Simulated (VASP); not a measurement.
# LiSi2N2 (Cmmm) in VASP: a series of runs

The runs below take LiSi2N2 through single point, with PBE.

Everything below comes from runs of VASP 6.6.1. Logs are shortened: lines on timing, memory, paths and dates and some standing lists are left out, and cuts for length are marked.

## (1) The cell of the first run

The structure is orthorhombic, space group Cmmm (No. 65). The conventional cell has a = 5.267 Å, b = 7.237 Å, c = 2.662 Å, α = 90.00°, β = 90.00°, γ = 90.00°. Li (site symmetry mmm) has 6 Si at 2.40 to 2.90 Å and 8 N at 2.60 Å and 2 Li at 2.66 Å within 3.2 Å. Si (site symmetry m2m) has 4 N at 1.96 Å and 1 Li at 2.40 Å and 1 Si at 2.44 Å within 2.6 Å. Within 2.6 Å of N (site symmetry 2/m) lie 4 Si at 1.96 Å.

## (2) Single point, PBE

Contents of INCAR:

```
ALGO = Normal
EDIFF = 1E-6
ENCUT = 750
GGA = PE
GGA_COMPAT = F
ISIF = 2
ISMEAR = 0
LASPH = T
LCHARG = F
LREAL = F
LWAVE = F
NBANDS = 18
NELM = 120
PREC = Accurate
SIGMA = 0.1
```

Contents of KPOINTS:

```
k-points
0
Gamma
  4 4 6
```

Contents of POSCAR:

```
LiSi2N2
1.0
    2.6334143780     -3.6183517792      0.0000000000
    2.6334143780      3.6183517792      0.0000000000
    0.0000000000      0.0000000000      2.6616668528
Li Si N
1 2 2
Direct
    0.5000000000      0.5000000000      0.0000000000
    0.1687969391      0.8312030609      0.0000000000
    0.8312030609      0.1687969391      0.0000000000
    0.0000000000      0.5000000000      0.5000000000
    0.5000000000      0.0000000000      0.5000000000
```

Potentials or basis: VASP PAW PBE potentials, release 64 (Li_sv, Si, N).

On the command line:

```
$ cat potpaw_PBE.64/Li_sv/POTCAR potpaw_PBE.64/Si/POTCAR potpaw_PBE.64/N/POTCAR > POTCAR
$ mpirun -np 1 vasp_std > vasp.out
```

OUTCAR:

```text
EDIFF = 1E-6
   ENCUT = 750
   GGA = PE
   ISIF = 2
   ISMEAR = 0
   LASPH = T
   LREAL = F
   NELM = 120
   PREC = Accurate

 ion  position               nearest neighbor table
   1  0.500  0.500  0.000-   2 2.40   3 2.40
   2  0.169  0.831  0.000-   4 1.96   5 1.96   4 1.96   5 1.96   1 2.40   3 2.44   3 2.88   3 2.88

   3  0.831  0.169  0.000-   4 1.96   5 1.96   4 1.96   5 1.96   1 2.40   2 2.44   2 2.88   2 2.88

   4  0.000  0.500  0.500-   2 1.96   3 1.96   2 1.96   3 1.96
   5  0.500  0.000  0.500-   2 1.96   3 1.96   2 1.96   3 1.96

  LATTYP: Found a base centered orthorhombic cell.
 ALAT       =     5.2668287560
 B/A-ratio  =     1.3740153503
 C/A-ratio  =     0.5053642289

  Lattice vectors:

 A1 = (   2.6334143780,  -3.6183517792,   0.0000000000)
 A2 = (   2.6334143780,   3.6183517792,   0.0000000000)
 A3 = (   0.0000000000,   0.0000000000,   2.6616668528)

Analysis of symmetry for initial positions (statically):
=====================================================================
 Subroutine PRICEL returns:
 Original cell was already a primitive cell.

 Routine SETGRP: Setting up the symmetry group for a
 base centered orthorhombic supercell.

 Subroutine GETGRP returns: Found  8 space group operations
 (whereof  8 operations were pure point group operations)
 out of a pool of  8 trial point group operations.

The static configuration has the point symmetry D_2h.

Analysis of symmetry for dynamics (positions and initial velocities):
=====================================================================
 Subroutine PRICEL returns:
 Original cell was already a primitive cell.

 Routine SETGRP: Setting up the symmetry group for a
 base centered orthorhombic supercell.

 Subroutine GETGRP returns: Found  8 space group operations
 (whereof  8 operations were pure point group operations)
 out of a pool of  8 trial point group operations.

The dynamic configuration has the point symmetry D_2h.

 Subroutine INISYM returns: Found  8 space group operations
 (whereof  8 operations are pure point group operations),
 and found     1 'primitive' translations

----------------------------------------------------------------------------------------

                                     Primitive cell

  volume of cell :      50.7240

  direct lattice vectors                    reciprocal lattice vectors
     2.633414378 -3.618351779  0.000000000     0.189867574 -0.138184464  0.000000000
     2.633414378  3.618351779  0.000000000     0.189867574  0.138184464  0.000000000
     0.000000000  0.000000000  2.661666853     0.000000000  0.000000000  0.375704420

  length of vectors
     4.475191715  4.475191715  2.661666853     0.234828963  0.234828963  0.375704420

  position of ions in fractional coordinates (direct lattice)
     0.500000000  0.500000000  0.000000000
     0.168796939  0.831203061  0.000000000
     0.831203061  0.168796939  0.000000000
     0.000000000  0.500000000  0.500000000
     0.500000000  0.000000000  0.500000000

  ion indices of the primitive-cell ions
   primitive index   ion index
                 1           1
                 2           2
                 3           3
                 4           4
                 5           5

----------------------------------------------------------------------------------------

 KPOINTS: k-points

Automatic generation of k-mesh.
 Grid dimensions read from file:
 generate k-points for:    4    4    6

 Generating k-lattice:

  Cartesian coordinates                     Fractional coordinates (reciprocal lattice)
     0.047466894 -0.034546116  0.000000000     0.250000000  0.000000000  0.000000000
     0.047466894  0.034546116  0.000000000     0.000000000  0.250000000  0.000000000
     0.000000000  0.000000000  0.062617403     0.000000000  0.000000000  0.166666667

  Length of vectors
     0.058707241  0.058707241  0.062617403

  Shift w.r.t. Gamma in fractional coordinates (k-lattice)
     0.000000000  0.000000000  0.000000000

 Subroutine IBZKPT returns following result:
 ===========================================

 Found     28 irreducible k-points:

 Following reciprocal coordinates:
            Coordinates               Weight
  0.000000  0.000000  0.000000      1.000000
  0.250000  0.000000  0.000000      4.000000
  0.500000  0.000000  0.000000      2.000000
  0.250000  0.250000  0.000000      2.000000
  0.500000  0.250000  0.000000      4.000000
 -0.250000  0.250000  0.000000      2.000000
[... 16 lines left out ...]
  0.250000  0.000000  0.500000      4.000000
  0.500000  0.000000  0.500000      2.000000
 [... further k-points ...]
   k-points           NKPTS =     28   k-points in BZ     NKDIM =     28   number of bands    NBANDS=     18
   number of dos      NEDOS =    301   number of ions     NIONS =      5
   total plane-waves  NPLWV =  38400
   dimension x,y,z NGX =    40 NGY =   40 NGZ =   24
   dimension x,y,z NGXF=    80 NGYF=   80 NGZF=   48
   ions per type =               1   2   2
   NGX,Y,Z   is equivalent  to a cutoff of  14.86, 14.86, 14.99 a.u.
   NGXF,Y,Z  is equivalent  to a cutoff of  29.72, 29.72, 29.98 a.u.
 SYSTEM =  unknown system
   PREC   = accura    normal or accurate (medium, high low for compatibility)
   ISTART =      0    job   : 0-new  1-cont  2-samecut
   ICHARG =      2    charge: 1-file 2-atom 10-const
   ISPIN  =      1    spin polarized calculation?
   LNONCOLLINEAR =      F non collinear calculations
   LSORBIT =      F    spin-orbit coupling
   LASPH  =      T    aspherical Exc in radial PAW
   ENCUT  =  750.0 eV  55.12 Ry    7.42 a.u.   9.99  9.99  5.94*2*pi/ulx,y,z
   NELM   =    120;   NELMIN=  2; NELMDL= -5     # of ELM steps
   EDIFF  = 0.1E-05   stopping-criterion for ELM
   LREAL  =      F    real-space projection
   EDIFFG = 0.1E-04   stopping-criterion for IOM
   NSW    =      0    number of steps for IOM
   IBRION =     -1    ionic relax: 0-MD 1-quasi-New 2-CG
   NFREE  =      0    steps in history (QN), initial steepest desc. (CG)
   ISIF   =      2    stress and relaxation
   ISYM   =      2    0-nonsym 1-usesym 2-fastsym
   POTIM  = 0.5000    time-step for ionic-motion
   TEBEG  =    0.0;   TEEND  =   0.0 temperature during run
   PSTRESS=    0.0 pullay stress
   NELECT =      21.0000    total number of electrons
   NUPDOWN=      -1.0000    fix difference up-down
   EMIN   =  10.00;   EMAX   =-10.00  energy-range for DOS
   EFERMI =   0.00;   METHOD = LEGACY
   ISMEAR =     0;   SIGMA  =   0.10  broadening in eV -4-tet -1-fermi 0-gaus
   EFERMI_NEDOS =   21; number of points for ismear=-14 and -15
   IALGO  =     38    algorithm
   IMIX   =      4    mixing-type and parameters
     AMIX     =   0.40;   BMIX     =  1.00
     AMIX_MAG =   1.60;   BMIX_MAG =  1.00
  volume/ion in A,a.u.               =      10.14        68.46
  Fermi-wavevector in a.u.,A,eV,Ry     =   1.220141  2.305732 20.255594  1.488744
  Thomas-Fermi vector in A             =   2.355369
   LORBIT       =      0    0 simple, 1 ext, 2 COOP (PROOUT), +10 PAW based schemes
   GGA     = PE    functional components
   LHFCALC =     F    Hartree Fock is set to
   AEXX    =    0.0000 exact exchange contribution
   IVDW    =     0    specifies the selected vdW correction
   LEPSILON=     F    determine dielectric tensor
   LRPA    =     F    only Hartree local field effects (RPA)
 non-spin polarized calculation
 Gauss-broadening in eV      SIGMA  =   0.10
  energy-cutoff  :      750.00
  volume of cell :       50.72
 maximum number of plane-waves:      2416
   NGX = 19   NGY = 19   NGZ = 11

 number of electron      21.0000001 magnetization

 Free energy of the ion-electron system (eV)
  ---------------------------------------------------
  ext. energy  EPLUGINS =         0.00000000
  ---------------------------------------------------
  free energy    TOTEN  =       -29.57117881 eV

  energy without entropy =      -29.56924699  energy(sigma->0) =      -29.57021290

 E-fermi :   9.7976     XC(G=0): -10.9883

 val. band max:        9.7040252249   @ k =   0.2500   0.2500   0.5000
 cond. band min:       9.9061554430   @ k =   0.2500   0.2500   0.3333
 fundamental gap:      0.2021302180
 Fermi energy:         9.7976192285

 k-point     1 :       0.0000    0.0000    0.0000
  band No.  band energies     occupation
      1     -38.8513      2.00000
      2     -10.1638      2.00000
      3      -7.3168      2.00000
      4      -2.4047      2.00000
      5       1.8859      2.00000
      6       2.3881      2.00000
[... 10 lines left out ...]
     17      15.5879      0.00000
     18      17.2339      0.00000

 k-point     2 :       0.2500    0.0000    0.0000
  band No.  band energies     occupation
      1     -38.8513      2.00000
      2      -9.8721      2.00000
      3      -7.9447      2.00000
      4      -1.6440      2.00000
      5       0.6967      2.00000
      6       2.6339      2.00000
[... 10 lines left out ...]
     17      16.7497      0.00000
     18      17.2614      0.00000

 k-point     3 :       0.5000    0.0000    0.0000
  band No.  band energies     occupation
      1     -38.8512      2.00000
      2      -9.1534      2.00000
      3      -8.9386      2.00000
      4      -0.9127      2.00000
      5       0.5279      2.00000
      6       2.4398      2.00000
[... 10 lines left out ...]
     17      17.1881      0.00000
     18      17.2236      0.00000

 k-point     4 :       0.2500    0.2500    0.0000
  band No.  band energies     occupation
      1     -38.8512      2.00000
      2      -9.2142      2.00000
      3      -8.8670      2.00000
      4      -1.1675      2.00000
      5       0.8066      2.00000
      6       2.3534      2.00000
[... 10 lines left out ...]
     17      17.1789      0.00000
     18      17.8733      0.00000

 k-point     5 :       0.5000    0.2500    0.0000
  band No.  band energies     occupation
      1     -38.8511      2.00000
      2      -9.6205      2.00000
      3      -8.1587      2.00000
      4      -2.6539      2.00000
      5       0.9858      2.00000
      6       2.8012      2.00000
[... 10 lines left out ...]
     17      16.3044      0.00000
     18      17.1901      0.00000

 k-point     6 :      -0.2500    0.2500    0.0000
  band No.  band energies     occupation
      1     -38.8512      2.00000
      2      -9.9949      2.00000
      3      -7.4399      2.00000
      4      -3.1100      2.00000
      5       0.9016      2.00000
      6       3.1549      2.00000
[... 10 lines left out ...]
     17      16.1721      0.00000
     18      16.6064      0.00000

 k-point     7 :       0.5000    0.5000    0.0000
  band No.  band energies     occupation
      1     -38.8510      2.00000
      2      -9.8047      2.00000
      3      -7.5557      2.00000
      4      -3.7590      2.00000
      5       0.4916      2.00000
      6       4.0732      2.00000
[... 10 lines left out ...]
     17      17.0116      0.00000
     18      17.0881      0.00000

 k-point     8 :       0.0000    0.0000    0.1667
  band No.  band energies     occupation
      1     -38.8448      2.00000
      2      -9.7349      2.00000
      3      -6.9663      2.00000
      4      -1.9576      2.00000
      5       1.6884      2.00000
      6       2.8116      2.00000
[... 10 lines left out ...]
     17      17.0848      0.00000
     18      17.9822      0.00000
[... 229 lines left out ...]
     17      15.8155      0.00000
     18      16.9568      0.00000

 k-point    20 :      -0.2500    0.2500    0.3333
  band No.  band energies     occupation
      1     -38.8318      2.00000
      2      -8.4418      2.00000
      3      -6.1660      2.00000
      4      -1.4222      2.00000
      5      -0.6829      2.00000
      6       1.7124      2.00000
[... 10 lines left out ...]
     17      16.3482      0.00000
     18      17.0000      0.00000

 k-point    21 :       0.5000    0.5000    0.3333
  band No.  band energies     occupation
      1     -38.8317      2.00000
      2      -8.2821      2.00000
      3      -6.2566      2.00000
      4      -1.8450      2.00000
      5      -0.4796      2.00000
      6       1.5588      2.00000
[... 10 lines left out ...]
     17      15.7107      0.00000
     18      16.9800      0.00000

 k-point    22 :       0.0000    0.0000    0.5000
  band No.  band energies     occupation
      1     -38.8254      2.00000
      2      -7.6723      2.00000
      3      -5.4364      2.00000
      4      -2.7689      2.00000
      5       0.0931      2.00000
      6       0.5232      2.00000
[... 10 lines left out ...]
     17      17.4959      0.00000
     18      17.7344      0.00000

 k-point    23 :       0.2500    0.0000    0.5000
  band No.  band energies     occupation
      1     -38.8254      2.00000
      2      -7.4251      2.00000
      3      -5.8921      2.00000
      4      -2.4411      2.00000
      5      -0.1741      2.00000
      6       0.8184      2.00000
[... 10 lines left out ...]
     17      17.5408      0.00000
     18      17.5537      0.00000

 k-point    24 :       0.5000    0.0000    0.5000
  band No.  band energies     occupation
      1     -38.8254      2.00000
      2      -6.7772      2.00000
      3      -6.7210      2.00000
      4      -1.7227      2.00000
      5      -1.2072      2.00000
      6       2.1956      2.00000
[... 10 lines left out ...]
     17      15.4456      0.00000
     18      16.1664      0.00000

 [... further k-points ...]
[... 5 lines left out ...]
  --------------------------------------------------------------------------------------
  -------------------------------------------------------------------------------------
  Total       -0.0200838     -0.0657670     -0.0169309      0.0000000      0.0000000      0.0000000
  in kB       -0.6343688     -2.0773284     -0.5347817      0.0000000      0.0000000      0.0000000
  external PRESSURE =      -1.0821596 kB  Pullay stress =       0.0000000 kB

 VOLUME and BASIS-vectors are now :
 -----------------------------------------------------------------------------
  energy-cutoff  :      750.00
  volume of cell :       50.72
      direct lattice vectors                 reciprocal lattice vectors
     2.633414378 -3.618351779  0.000000000     0.189867574 -0.138184464  0.000000000
     2.633414378  3.618351779  0.000000000     0.189867574  0.138184464  0.000000000
     0.000000000  0.000000000  2.661666853     0.000000000  0.000000000  0.375704420

 POSITION                                       TOTAL-FORCE (eV/Angst)
 -----------------------------------------------------------------------------------
      2.63341      0.00000      0.00000        -0.000000      0.000000      0.000000
      2.63341      2.39682      0.00000         0.000000      0.016514     -0.000000
      2.63341     -2.39682      0.00000         0.000000     -0.016514      0.000000
      1.31671      1.80918      1.33083         0.000000     -0.000000      0.000000
      1.31671     -1.80918      1.33083         0.000000      0.000000      0.000000
 -----------------------------------------------------------------------------------
    total drift:                                0.000000      0.000000     -0.000000

  FREE ENERGIE OF THE ION-ELECTRON SYSTEM (eV)
  ---------------------------------------------------
  free  energy   TOTEN  =       -29.5711788118 eV

  energy  without entropy=      -29.5692469941  energy(sigma->0) =      -29.57021290
```

Wall time 19 s (1 thread of AMD EPYC 9R45 (Zen 5), shared host); peak memory 0.17 GiB.

Results:

| Quantity | Value |
| --- | --- |
| Free energy | -29.5712 eV |
| Pressure | -0.1 GPa |
| Largest force | 0.017 eV/Å |

Forces on the atoms (eV/Å):
```
Li   0.000  0.000  0.000
Si   0.000  0.017  0.000
Si   0.000 -0.017  0.000
N    0.000  0.000  0.000
N    0.000  0.000  0.000
```

Caveat: the k points lie up to 0.39 Å⁻¹ apart.

## (3) Single point, PBE

This run uses another cell than the first one, of 14.66 Å³/atom, 1.446 times its volume.

Contents of INCAR:

```
  ALGO = Normal
  EDIFF = 1E-6
  ENCUT = 750
  GGA = PE
  GGA_COMPAT = False
  ISIF = 2
  ISMEAR = 0
  LASPH = True
  LCHARG = True
  LELF = True
  LREAL = False
  LVHAR = True
  LWAVE = False
  NBANDS = 18
  NELM = 120
  PREC = Accurate
  SIGMA = 0.1
```

Contents of KPOINTS:

```
k-points
0
Gamma
  4 4 4
```

Contents of POSCAR:

```
LiSi2N2
1.0
    2.2407377000     -3.5847832800      0.0000000000
    2.2407377000      3.5847832800      0.0000000000
    0.0000000000      0.0000000000      4.5641813600
Li Si N
1 2 2
Direct
    0.5000000000      0.5000000000      0.0000000000
    0.1796054700      0.8203945300      0.0000000000
    0.8203945300      0.1796054700      0.0000000000
    0.0000000000      0.5000000000      0.5000000000
    0.5000000000      0.0000000000      0.5000000000
```

Potentials or basis: VASP PAW PBE potentials, release 64 (Li_sv, Si, N).

On the command line:

```
$ cat potpaw_PBE.64/Li_sv/POTCAR potpaw_PBE.64/Si/POTCAR potpaw_PBE.64/N/POTCAR > POTCAR
$ mpirun -np 1 vasp_std > vasp.out
```

Run time: 26 s. Hardware: 1 thread of AMD EPYC 9R45 (Zen 5), shared host; peak memory 0.22 GiB.

Results (log left out):

```yaml
Free_energy: -21.1635 eV
Pressure: -12.0 GPa
Largest_force: 1.025 eV/Å
```

Forces on the atoms (eV/Å):
```
Li   0.000  0.000  0.000
Si   0.000  1.025  0.000
Si   0.000 -1.025  0.000
N    0.000  0.000  0.000
N    0.000  0.000  0.000
```

Stress tensor (GPa, compression positive):
```
 -9.27   0.00   0.00
  0.00   5.29   0.00
  0.00   0.00 -32.02
```

Levels at points of the mesh, in eV from the Fermi level:
```tsv
k point	band 7	band 8	band 9	band 10	band 11	band 12	band 13	band 14
(0.00, 0.00, 0.00)	-2.11	-1.85	-1.55	-0.82	-0.81	0.07	1.59	1.95
(0.50, 0.00, 0.00)	-3.43	-3.23	-1.78	-0.31	-0.18	-0.04	1.93	3.55
(0.50, 0.50, 0.00)	-4.22	-3.47	-1.70	-1.01	0.61	0.69	1.51	3.67
(0.00, 0.00, 0.50)	-2.18	-1.68	-1.18	0.02	0.03	0.05	0.22	0.65
(0.50, 0.00, 0.50)	-1.54	-1.07	-0.33	-0.18	0.20	0.41	0.65	2.48
(0.50, 0.50, 0.50)	-4.25	-3.01	-0.95	-0.32	0.78	1.42	2.01	3.68
```

Caveat: the k points lie up to 0.41 Å⁻¹ apart; forces of over 1 eV/Å act on the atoms, so gaps and moduli don't describe the material at rest.
